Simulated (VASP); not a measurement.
# WC (Qusongite) (P-6m2) in VASP: settings compared

Aim: see how the results for WC (Qusongite) move with the level of theory and the settings. Levels: PBEsol+U, PBEsol, PBE. Tasks: single point.

Everything below comes from runs of VASP 6.6.1. Logs are shortened: lines on timing, memory, paths and dates and some standing lists are left out, and cuts for length are marked.

## 1. The cell of the first run

Symmetry: P-6m2, No. 187, hexagonal system. Conventional cell: a = 2.907 Å, b = 2.907 Å, c = 2.837 Å, α = 90.00°, β = 90.00°, γ = 120.00°. W (site symmetry -6m2) has 6 C at 2.20 Å and 2 W at 2.84 Å within 2.9 Å. Within 2.9 Å of C (site symmetry -6m2) lie 6 W at 2.20 Å and 2 C at 2.84 Å.

## 2. Single point, PBEsol+U

File INCAR:

```
SYSTEM = WC
PREC = Accurate
ENCUT = 520
EDIFF = 1E-6
ISMEAR = 1
SIGMA = 0.1
LREAL = .False.
LASPH = .True.
NELM = 150
ALGO = Normal
ISIF = 2
LWAVE = .False.
LCHARG = .False.
LMAXMIX = 4
LDAU = .True.
LDAUTYPE = 2
LDAUL = 2 -1
LDAUU = 3.5 0
LDAUJ = 0 0
LDAUPRINT = 1
GGA = PS
NBANDS = 16
```

File KPOINTS:

```
regular mesh
0
Gamma
  10 10 9
  0 0 0
```

File POSCAR:

```
WC
1.0
    2.9065000000      0.0000000000      0.0000000000
   -1.4532500000      2.5171028361      0.0000000000
    0.0000000000      0.0000000000      2.8366000000
W C
1 1
Direct
    0.0000000000      0.0000000000      0.0000000000
    0.6666666667      0.3333333333      0.5000000000
```

Potentials or basis: VASP PAW PBE potentials, release 64 (W_sv, C).

On the command line:

```bash
> cat potpaw_PBE.64/W_sv/POTCAR potpaw_PBE.64/C/POTCAR > POTCAR
> mpirun -np 1 vasp_std > vasp.out
```

OUTCAR:

```text
SYSTEM = WC
   PREC = Accurate
   ENCUT = 520
   EDIFF = 1E-6
   ISMEAR = 1
   LREAL = .False.
   LASPH = .True.
   NELM = 150
   ISIF = 2
   GGA = PS

 ion  position               nearest neighbor table
   1  0.000  0.000  0.000-   2 2.20   2 2.20   2 2.20   2 2.20   2 2.20   2 2.20
   2  0.667  0.333  0.500-   1 2.20   1 2.20   1 2.20   1 2.20   1 2.20   1 2.20

  LATTYP: Found a hexagonal cell.
 ALAT       =     2.9065000000
 C/A-ratio  =     0.9759504559

  Lattice vectors:

 A1 = (   2.9065000000,   0.0000000000,   0.0000000000)
 A2 = (  -1.4532500000,   2.5171028361,   0.0000000000)
 A3 = (   0.0000000000,   0.0000000000,   2.8366000000)

Analysis of symmetry for initial positions (statically):
=====================================================================
 Subroutine PRICEL returns:
 Original cell was already a primitive cell.

 Routine SETGRP: Setting up the symmetry group for a
 hexagonal supercell.

 Subroutine GETGRP returns: Found 12 space group operations
 (whereof 12 operations were pure point group operations)
 out of a pool of 24 trial point group operations.

The static configuration has the point symmetry D_3h.

Analysis of symmetry for dynamics (positions and initial velocities):
=====================================================================
 Subroutine PRICEL returns:
 Original cell was already a primitive cell.

 Routine SETGRP: Setting up the symmetry group for a
 hexagonal supercell.

 Subroutine GETGRP returns: Found 12 space group operations
 (whereof 12 operations were pure point group operations)
 out of a pool of 24 trial point group operations.

The dynamic configuration has the point symmetry D_3h.

 Subroutine INISYM returns: Found 12 space group operations
 (whereof 12 operations are pure point group operations),
 and found     1 'primitive' translations

----------------------------------------------------------------------------------------

                                     Primitive cell

  volume of cell :      20.7525

  direct lattice vectors                    reciprocal lattice vectors
     2.906500000  0.000000000  0.000000000     0.344056425  0.198641070  0.000000000
    -1.453250000  2.517102836  0.000000000     0.000000000  0.397282139  0.000000000
     0.000000000  0.000000000  2.836600000     0.000000000  0.000000000  0.352534725

  length of vectors
     2.906500000  2.906500000  2.836600000     0.397282139  0.397282139  0.352534725

  position of ions in fractional coordinates (direct lattice)
     0.000000000  0.000000000  0.000000000
     0.666666667  0.333333333  0.500000000

  ion indices of the primitive-cell ions
   primitive index   ion index
                 1           1
                 2           2

----------------------------------------------------------------------------------------

 KPOINTS: regular mesh

Automatic generation of k-mesh.
 Grid dimensions read from file:
 generate k-points for:   10   10    9

 Generating k-lattice:

  Cartesian coordinates                     Fractional coordinates (reciprocal lattice)
     0.034405643  0.019864107  0.000000000     0.100000000  0.000000000  0.000000000
     0.000000000  0.039728214  0.000000000     0.000000000  0.100000000  0.000000000
     0.000000000  0.000000000  0.039170525     0.000000000  0.000000000  0.111111111

  Length of vectors
     0.039728214  0.039728214  0.039170525

  Shift w.r.t. Gamma in fractional coordinates (k-lattice)
     0.000000000  0.000000000  0.000000000

 Subroutine IBZKPT returns following result:
 ===========================================

 Found     70 irreducible k-points:

 Following reciprocal coordinates:
            Coordinates               Weight
  0.000000  0.000000  0.000000      1.000000
  0.100000  0.000000  0.000000      6.000000
  0.200000  0.000000  0.000000      6.000000
  0.300000  0.000000  0.000000      6.000000
  0.400000  0.000000  0.000000      6.000000
  0.500000  0.000000  0.000000      3.000000
[... 16 lines left out ...]
  0.300000  0.100000  0.111111     24.000000
  0.400000  0.100000  0.111111     24.000000
 [... further k-points ...]
   k-points           NKPTS =     70   k-points in BZ     NKDIM =     70   number of bands    NBANDS=     16
   number of dos      NEDOS =    301   number of ions     NIONS =      2
   total plane-waves  NPLWV =  13824
   dimension x,y,z NGX =    24 NGY =   24 NGZ =   24
   dimension x,y,z NGXF=    48 NGYF=   48 NGZF=   48
   ions per type =               1   1
   NGX,Y,Z   is equivalent  to a cutoff of  13.73, 13.73, 14.07 a.u.
   NGXF,Y,Z  is equivalent  to a cutoff of  27.46, 27.46, 28.13 a.u.
 SYSTEM =  WC
   PREC   = accura    normal or accurate (medium, high low for compatibility)
   ISTART =      0    job   : 0-new  1-cont  2-samecut
   ICHARG =      2    charge: 1-file 2-atom 10-const
   ISPIN  =      1    spin polarized calculation?
   LNONCOLLINEAR =      F non collinear calculations
   LSORBIT =      F    spin-orbit coupling
   LASPH  =      T    aspherical Exc in radial PAW
   ENCUT  =  520.0 eV  38.22 Ry    6.18 a.u.   5.40  5.40  5.27*2*pi/ulx,y,z
   NELM   =    150;   NELMIN=  2; NELMDL= -5     # of ELM steps
   EDIFF  = 0.1E-05   stopping-criterion for ELM
   LREAL  =      F    real-space projection
   EDIFFG = 0.1E-04   stopping-criterion for IOM
   NSW    =      0    number of steps for IOM
   IBRION =     -1    ionic relax: 0-MD 1-quasi-New 2-CG
   NFREE  =      0    steps in history (QN), initial steepest desc. (CG)
   ISIF   =      2    stress and relaxation
   ISYM   =      2    0-nonsym 1-usesym 2-fastsym
   POTIM  = 0.5000    time-step for ionic-motion
   TEBEG  =    0.0;   TEEND  =   0.0 temperature during run
   PSTRESS=    0.0 pullay stress
   NELECT =      18.0000    total number of electrons
   NUPDOWN=      -1.0000    fix difference up-down
   EMIN   =  10.00;   EMAX   =-10.00  energy-range for DOS
   EFERMI =   0.00;   METHOD = LEGACY
   ISMEAR =     1;   SIGMA  =   0.10  broadening in eV -4-tet -1-fermi 0-gaus
   EFERMI_NEDOS =   21; number of points for ismear=-14 and -15
   IALGO  =     38    algorithm
   IMIX   =      4    mixing-type and parameters
     AMIX     =   0.40;   BMIX     =  1.00
     AMIX_MAG =   1.60;   BMIX_MAG =  1.00
  volume/ion in A,a.u.               =      10.38        70.02
  Fermi-wavevector in a.u.,A,eV,Ry     =   1.561262  2.950358 33.164744  2.437540
  Thomas-Fermi vector in A             =   2.664353
   LORBIT       =      0    0 simple, 1 ext, 2 COOP (PROOUT), +10 PAW based schemes
 LDA+U is selected, type is set to LDAUTYPE =  2
   angular momentum for each species LDAUL =     2   -1
   U (eV)           for each species LDAUU =   3.5  0.0
   J (eV)           for each species LDAUJ =   0.0  0.0
   GGA     = PS    functional components
   LHFCALC =     F    Hartree Fock is set to
   AEXX    =    0.0000 exact exchange contribution
   IVDW    =     0    specifies the selected vdW correction
   LEPSILON=     F    determine dielectric tensor
   LRPA    =     F    only Hartree local field effects (RPA)
 non-spin polarized calculation
 Methfessel and Paxton  Order N= 1 SIGMA  =   0.10
  energy-cutoff  :      520.00
  volume of cell :       20.75
 maximum number of plane-waves:       580
 NGX is ok and might be reduce to    24
   NGX = 11   NGY = 11   NGZ = 11

atom =   1  type =  1  l = 2

 onsite density matrix

spin component  1

  0.3430 -0.0000  0.0000 -0.0000 -0.0000
 -0.0000  0.3215  0.0000 -0.0000  0.0000
  0.0000  0.0000  0.3644 -0.0000  0.0000
 -0.0000 -0.0000 -0.0000  0.3215  0.0000
 -0.0000  0.0000  0.0000  0.0000  0.3430

spin component  2

  0.3430 -0.0000  0.0000 -0.0000 -0.0000
 -0.0000  0.3215  0.0000 -0.0000  0.0000
  0.0000  0.0000  0.3644 -0.0000  0.0000
 -0.0000 -0.0000 -0.0000  0.3215  0.0000
 -0.0000  0.0000  0.0000  0.0000  0.3430

 occupancies and eigenvectors

  o =  0.3215  v =  0.0000  0.0002 -0.0000  1.0000 -0.0000  0.0000  0.0000  0.0000  0.0000  0.0000      0.0000  0.0000  0.0000  0.0000  0.0000  0.0000  0.0000  0.0000  0.0000  0.0000
  o =  0.3215  v =  0.0000  0.0000  0.0000  0.0000  0.0000  0.0000  0.0002 -0.0000  1.0000 -0.0000      0.0000  0.0000  0.0000  0.0000  0.0000  0.0000  0.0000  0.0000  0.0000  0.0000
  o =  0.3215  v =  0.0000  1.0000  0.0000 -0.0002  0.0000  0.0000  0.0000  0.0000  0.0000  0.0000      0.0000  0.0000  0.0000  0.0000  0.0000  0.0000  0.0000  0.0000  0.0000  0.0000
  o =  0.3215  v =  0.0000  0.0000  0.0000  0.0000  0.0000  0.0000  1.0000  0.0000 -0.0002  0.0000      0.0000  0.0000  0.0000  0.0000  0.0000  0.0000  0.0000  0.0000  0.0000  0.0000
  o =  0.3430  v =  0.0000  0.0000  0.0000  0.0000  0.0000  0.0000 -0.0000 -0.0000  0.0000  1.0000      0.0000  0.0000  0.0000  0.0000  0.0000  0.0000  0.0000  0.0000  0.0000  0.0000
  o =  0.3430  v =  0.0000 -0.0000 -0.0000  0.0000  1.0000  0.0000  0.0000  0.0000  0.0000  0.0000      0.0000  0.0000  0.0000  0.0000  0.0000  0.0000  0.0000  0.0000  0.0000  0.0000
  o =  0.3430  v =  1.0000  0.0000  0.0000  0.0000  0.0000  0.0000  0.0000  0.0000  0.0000  0.0000      0.0000  0.0000  0.0000  0.0000  0.0000  0.0000  0.0000  0.0000  0.0000  0.0000
  o =  0.3430  v =  0.0000  0.0000  0.0000  0.0000  0.0000  1.0000  0.0000  0.0000  0.0000  0.0000      0.0000  0.0000  0.0000  0.0000  0.0000  0.0000  0.0000  0.0000  0.0000  0.0000
  o =  0.3644  v =  0.0000  0.0000  0.0000  0.0000  0.0000  0.0000 -0.0000  1.0000  0.0000  0.0000      0.0000  0.0000  0.0000  0.0000  0.0000  0.0000  0.0000  0.0000  0.0000  0.0000
  o =  0.3644  v =  0.0000 -0.0000  1.0000  0.0000  0.0000  0.0000  0.0000  0.0000  0.0000  0.0000      0.0000  0.0000  0.0000  0.0000  0.0000  0.0000  0.0000  0.0000  0.0000  0.0000

 number of electron      18.0000000 magnetization

 Free energy of the ion-electron system (eV)
  ---------------------------------------------------
  ext. energy  EPLUGINS =         0.00000000
  ---------------------------------------------------
  free energy    TOTEN  =       -19.96027411 eV

  energy without entropy =      -19.95992686  energy(sigma->0) =      -19.96015836

 E-fermi :  11.2262     XC(G=0): -13.9358

 val. band max:       11.2014697034   @ k =   0.4000   0.2000   0.0000
 cond. band min:      11.2675341840   @ k =   0.5000   0.0000   0.4444
 fundamental gap:      0.0660644806
 Fermi energy:        11.2261732026

 k-point     1 :       0.0000    0.0000    0.0000
  band No.  band energies     occupation
      1     -63.2385      2.00000
      2     -27.2047      2.00000
      3     -27.0990      2.00000
      4     -27.0990      2.00000
      5      -3.4170      2.00000
      6       6.8652      2.00000
[... 8 lines left out ...]
     15      25.2806      0.00000
     16      27.6941      0.00000
[... 420 lines left out ...]
  band No.  band energies     occupation
      1     -63.1758      2.00000
      2     -27.8534      2.00000
      3     -27.3244      2.00000
      4     -27.1771      2.00000
      5       0.1343      2.00000
      6       4.1681      2.00000
[... 8 lines left out ...]
     15      24.3823      0.00000
     16      28.4896      0.00000

 [... further k-points ...]
[... 5 lines left out ...]
  --------------------------------------------------------------------------------------
  -------------------------------------------------------------------------------------
  Total        0.6922966      0.6922966      0.7226957     -0.0000000     -0.0000000      0.0000000
  in kB       53.4482365     53.4482365     55.7951806     -0.0000000     -0.0000000      0.0000000
  external PRESSURE =      54.2305512 kB  Pullay stress =       0.0000000 kB

 VOLUME and BASIS-vectors are now :
 -----------------------------------------------------------------------------
  energy-cutoff  :      520.00
  volume of cell :       20.75
      direct lattice vectors                 reciprocal lattice vectors
     2.906500000  0.000000000  0.000000000     0.344056425  0.198641070  0.000000000
    -1.453250000  2.517102836  0.000000000     0.000000000  0.397282139  0.000000000
     0.000000000  0.000000000  2.836600000     0.000000000  0.000000000  0.352534725

 POSITION                                       TOTAL-FORCE (eV/Angst)
 -----------------------------------------------------------------------------------
      0.00000      0.00000      0.00000        -0.000000      0.000000      0.000000
      1.45325      0.83903      1.41830         0.000000     -0.000000      0.000000
 -----------------------------------------------------------------------------------
    total drift:                                0.000000     -0.000000      0.000000

  FREE ENERGIE OF THE ION-ELECTRON SYSTEM (eV)
  ---------------------------------------------------
  free  energy   TOTEN  =       -19.9602741123 eV

  energy  without entropy=      -19.9599268623  energy(sigma->0) =      -19.96015836
```

It took 10 s on 1 thread of Intel Xeon 6975P-C, shared host; peak memory 0.16 GiB.

What came out:

| Item | Value |
| --- | --- |
| Free energy | -19.9603 eV |
| Pressure | 5.4 GPa |
| Band gap on the k mesh | zero (band 9 reaches 11.81 eV, above the bottom of band 10 at 10.73 eV) |

Eigenvalues of the final occupation matrices:
```
    site  spin  trace               eigenvalues
site 1 d     1   1.69  0.32 0.32 0.34 0.34 0.36
site 1 d     2   1.69  0.32 0.32 0.34 0.34 0.36
```

Caveat: the PAW data sets were made with another functional, which shifts forces and pressure a little; spin-orbit coupling is left out, which moves the levels of the heavy elements; U without spin polarisation on a metal has little footing; the U is typed as a test and isn't derived for this compound.

## 3. Single point, PBEsol

File INCAR:

```
PREC = Accurate
ENCUT = 520
EDIFF = 1E-6
ISMEAR = -1
SIGMA = 0.03
LREAL = False
LASPH = True
NELM = 60
ALGO = Normal
ISIF = 2
LWAVE = False
LCHARG = False
GGA = PS
NBANDS = 16
```

File KPOINTS:

```
Automatic mesh
0
Gamma
  6 6 5
```

POSCAR is that of step 2.

Potentials or basis: VASP PAW PBE potentials, release 64 (W_sv, C).

On the command line:

```bash
> cat potpaw_PBE.64/W_sv/POTCAR potpaw_PBE.64/C/POTCAR > POTCAR
> mpirun -np 1 vasp_std > vasp.out
```

Wall time 3.3 s (1 thread of Intel Xeon 6975P-C (Granite Rapids), shared host); peak memory 0.14 GiB.

It converged, with:

* Free energy: -23.8924 eV
* Pressure: -2.0 GPa
* Band gap on the k mesh: zero (band 9 reaches 11.52 eV, above the bottom of band 10 at 10.48 eV)

Stress tensor (GPa, compression positive):
```
-0.87  0.00  0.00
 0.00 -0.87  0.00
 0.00  0.00 -4.36
```

Levels at points of the mesh, in eV from the Fermi level:
```csv
k point,band 6,band 7,band 8,band 9,band 10,band 11,band 12,band 13
"(0.00, 0.00, 0.00)",-4.58,-3.57,-3.57,-0.12,2.97,2.97,5.42,5.42
"(0.50, 0.00, 0.00)",-7.28,-3.86,-3.83,-0.67,2.08,4.29,4.66,6.63
```

Caveat: the k points lie up to 0.44 Å⁻¹ apart; the PAW data sets were made with another functional, which shifts forces and pressure a little; spin-orbit coupling is left out, which moves the levels of the heavy elements.

## 4. Single point, PBE

This run uses another cell than the first one, of 10.17 Å³/atom, 0.980 times its volume.

File INCAR:

```
SYSTEM = WC
PREC = Accurate
ENCUT = 520
EDIFF = 1E-6
ISMEAR = -1
SIGMA = 0.05
LREAL = .FALSE.
LASPH = .TRUE.
NELM = 80
ALGO = Normal
ISIF = 2
LWAVE = .FALSE.
LCHARG = .FALSE.
GGA = PE
NBANDS = 16
```

File KPOINTS:

```
regular mesh
0
G
  10 10 9
  0 0 0
```

File POSCAR:

```
WC
1.0
    2.8869927008      0.0000000000      0.0000000000
   -1.4434963504      2.5002090195      0.0000000000
    0.0000000000      0.0000000000      2.8175618425
W C
1 1
Direct
    0.0000000000      0.0000000000      0.0000000000
    0.6666666667      0.3333333333      0.5000000000
```

On the command line:

```bash
> cat potpaw_PBE.64/W_sv/POTCAR potpaw_PBE.64/C/POTCAR > POTCAR
> mpirun -np 1 vasp_std > vasp.out
```

It took 17 s on 1 thread of Intel Xeon 6975P-C, shared host; peak memory 0.16 GiB.

It converged, with:

```
Free energy            : -22.4177 eV
Pressure               : 15.5 GPa
Band gap on the k mesh : zero (band 9 reaches 12.03 eV, above the bottom of band 10 at 10.81 eV)
```

Stress tensor (GPa, compression positive):
```
15.26  0.00  0.00
 0.00 15.26  0.00
 0.00  0.00 16.05
```

Levels at points of the mesh, in eV from the Fermi level:
| k point | band 6 | band 7 | band 8 | band 9 | band 10 | band 11 | band 12 | band 13 |
| --- | --- | --- | --- | --- | --- | --- | --- | --- |
| (0.00, 0.00, 0.00) | -4.42 | -3.41 | -3.41 | 0.10 | 3.34 | 3.34 | 5.75 | 5.75 |
| (0.50, 0.00, 0.00) | -7.12 | -3.70 | -3.66 | -0.47 | 2.42 | 4.67 | 5.04 | 6.99 |

Caveat: spin-orbit coupling is left out, which moves the levels of the heavy elements.

## 5. The runs side by side

```csv
level,U,cell,k mesh,smearing,gap on the mesh (eV),pressure (GPa)
PBEsol+U,W d U = 3.5 eV,"a = 2.906, b = 2.907, c = 2.837 Å, angles 90.0, 90.0, 120.0°, 2 atoms",10 × 10 × 9,methfessel-paxton 0.1 eV,none,5.4
PBEsol,-,"a = 2.906, b = 2.907, c = 2.837 Å, angles 90.0, 90.0, 120.0°, 2 atoms",6 × 6 × 5,fermi-dirac 0.03 eV,none,-2.0
PBE,-,"a = 2.887, b = 2.887, c = 2.818 Å, angles 90.0, 90.0, 120.0°, 2 atoms",10 × 10 × 9,fermi-dirac 0.05 eV,none,15.5
```

Alike in all rows: task single point; potentials or basis VASP PAW PBE potentials, release 64 (W_sv, C); no spin polarisation; cutoff (eV) 520.

Caveats: some runs use coarse meshes; spin-orbit coupling is left out, which moves the levels of the heavy elements; the PAW data sets were made with another functional, which shifts forces and pressure a little (some runs); U without spin polarisation on a metal has little footing (some runs); the U is typed as a test and isn't derived for this compound (some runs).

Absolute energies hang on the potentials; compare differences alone.
